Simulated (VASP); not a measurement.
Input of a VASP 6.6.1 run:

Contents of INCAR:

```
SYSTEM = S
ALGO = Normal
EDIFF = 1E-7
ENCUT = 520
GGA = PS
ISIF = 2
ISMEAR = 0
LASPH = .True.
LCHARG = .True.
LELF = .True.
LREAL = .False.
LVHAR = .True.
LWAVE = .False.
NBANDS = 27
NELM = 80
PREC = Accurate
SIGMA = 0.02
```

KPOINTS

```
k-points
0
Gamma
  6 6 6
  0 0 0
```

File POSCAR:

```
S
1.0
    5.2093132668      3.0075984168      1.4589420025
   -5.2093132668      3.0075984168      1.4589420025
    0.0000000000     -6.0151968337      1.4589420024
S
6
Direct
    0.2565548155      0.1462768607      0.9055104912
    0.9055104912      0.2565548155      0.1462768607
    0.1462768607      0.9055104912      0.2565548155
    0.7434451845      0.8537231393      0.0944895088
    0.0944895088      0.7434451845      0.8537231393
    0.8537231393      0.0944895088      0.7434451845
```

Potentials or basis: VASP PAW PBE potentials, release 64 (S).

Run with:

```bash
$ cat potpaw_PBE.64/S/POTCAR > POTCAR
$ mpirun -np 1 vasp_std > vasp.out
```

Question: Estimate the band gap on the k mesh.

Answer: 2.06 eV (least direct gap 2.15 eV).

Question: Predict the largest force.

Answer: 0.101 eV/Å.

Stress tensor (GPa, compression positive):
```
-0.48  0.00  0.00
 0.00 -0.48  0.00
 0.00  0.00 -0.21
```

Caveat: this functional lacks dispersion, which holds the molecules together, so the pressure and a relaxed volume are unreliable; the PAW data sets were made with another functional, which shifts forces and pressure a little. A k mesh can miss the band edges.
